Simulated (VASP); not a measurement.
Wanted: the native input for a VASP 6.6.1 run.

```
Task                   : relaxation of cell and atoms
Functional             : PBEsol
Potentials or basis    : VASP PAW PBE potentials, release 64 (C, O)
Cutoff                 : 600 eV
k mesh                 : 5 × 5 × 8
Occupations            : fermi-dirac, width 0.02 eV
Spin                   : no spin polarisation
Dipole correction      : no
Further INCAR settings : ALGO = Normal; EDIFF = 1e-06; IBRION = 2; EDIFFG = -0.02; NSW = 60; ISIF = 3
```

The structure of CO2 lies in POSCAR:

```
CO2
1.0
    4.2700000000      0.0000000000      0.0000000000
    0.0000000000      4.2700000000      0.0000000000
    0.0000000000      0.0000000000      2.7755000000
C O
2 4
Direct
    0.0000000000      0.0000000000      0.0000000000
    0.5000000000      0.5000000000      0.5000000000
    0.3050000000      0.3050000000      0.0000000000
    0.1950000000      0.8050000000      0.5000000000
    0.6950000000      0.6950000000      0.0000000000
    0.8050000000      0.1950000000      0.5000000000
```

One way to write it, as run:

INCAR

```
ALGO = Normal
EDIFF = 1E-6
EDIFFG = -0.02
ENCUT = 600
GGA = PS
IBRION = 2
ISIF = 3
ISMEAR = -1
LASPH = T
LCHARG = F
LREAL = F
LWAVE = F
NELM = 80
NSW = 60
PREC = Accurate
SIGMA = 0.02
```

KPOINTS

```
k-points
0
Gamma
  5 5 8
```

Potentials or basis: VASP PAW PBE potentials, release 64 (C, O).

Command:

```bash
$ cat potpaw_PBE.64/C/POTCAR potpaw_PBE.64/O/POTCAR > POTCAR
$ mpirun -np 1 vasp_std > vasp.out
```

It gave:

```json
{
  "Relaxed volume": "8.69 Å³/atom",
  "Relaxed cell": "a = 4.930 Å, b = 4.930 Å, c = 2.144 Å, α = 90.00°, β = 90.00°, γ = 90.00°",
  "Space group after relaxing (to 0.05 Å)": "P4_2/mnm (No. 136)",
  "Energy gained by relaxing": "1104.0 meV/atom",
  "Ionic steps": "30",
  "Pressure after relaxing": "0.0 GPa",
  "Largest force after relaxing": "0.006 eV/Å",
  "Band gap on the k mesh": "0.86 eV, indirect (least direct gap 1.35 eV)"
}
```

Caveat: the PAW data sets were made with another functional, which shifts forces and pressure a little.

It took 16 min on 1 thread of Oxide Virtual Turin-like Processor (shared host), peak memory 0.15 GiB.
